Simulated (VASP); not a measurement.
Set up this calculation in VASP 6.6.1, as the native input.

```yaml
Task: single point
Functional: PBEsol
Potentials_or_basis: VASP PAW PBE potentials, release 64 (B)
Cutoff: 520 eV
k_mesh: 19 × 19 × 19
Occupations: fermi-dirac, width 0.1 eV
Spin: no spin polarisation
Dipole_correction: no
Further_INCAR_settings: ALGO = Normal; EDIFF = 1e-06; NBANDS = 8
```

The structure of B lies in POSCAR:

```
B
1.0
    1.8248598837      0.0000000000      0.0000000000
    0.0000000000      1.8248598837      0.0000000000
    0.0000000000      0.0000000000      1.8248598837
B
1
Direct
    0.0000000000      0.0000000000      0.0000000000
```

This cell differs from its parent crystal: volume scaled by 0.92.

These files were run (other wordings do the same):

INCAR

```
SYSTEM = B
PREC     = Accurate       ! precision mode
ENCUT    = 520            ! plane-wave cutoff, eV
EDIFF    = 1E-6           ! SCF threshold, eV
ISMEAR   = -1             ! smearing method
SIGMA    = 0.1            ! smearing width, eV
LREAL    = .False.        ! projectors in reciprocal space
LASPH    = .True.         ! aspherical terms in the spheres
NELM     = 60             ! most SCF steps
ALGO     = Normal         ! electronic algorithm
ISIF     = 2              ! what is computed and relaxed
LWAVE    = .False.        ! write WAVECAR
LCHARG   = .False.        ! write CHGCAR
GGA      = PS             ! functional
NBANDS   = 8              ! bands
```

KPOINTS

```
regular mesh
0
Gamma
  19 19 19
  0 0 0
```

Potentials or basis: VASP PAW PBE potentials, release 64 (B).

Run with:

```console
$ cat potpaw_PBE.64/B/POTCAR > POTCAR
$ mpirun -np 1 vasp_std > vasp.out
```

Results of the run:

```yaml
Pressure: 24.1 GPa
```

Caveat: the PAW data sets were made with another functional, which shifts forces and pressure a little.

Run time: 7.1 s on 1 thread of Intel Xeon 8259CL (shared host), peak memory 0.11 GiB.
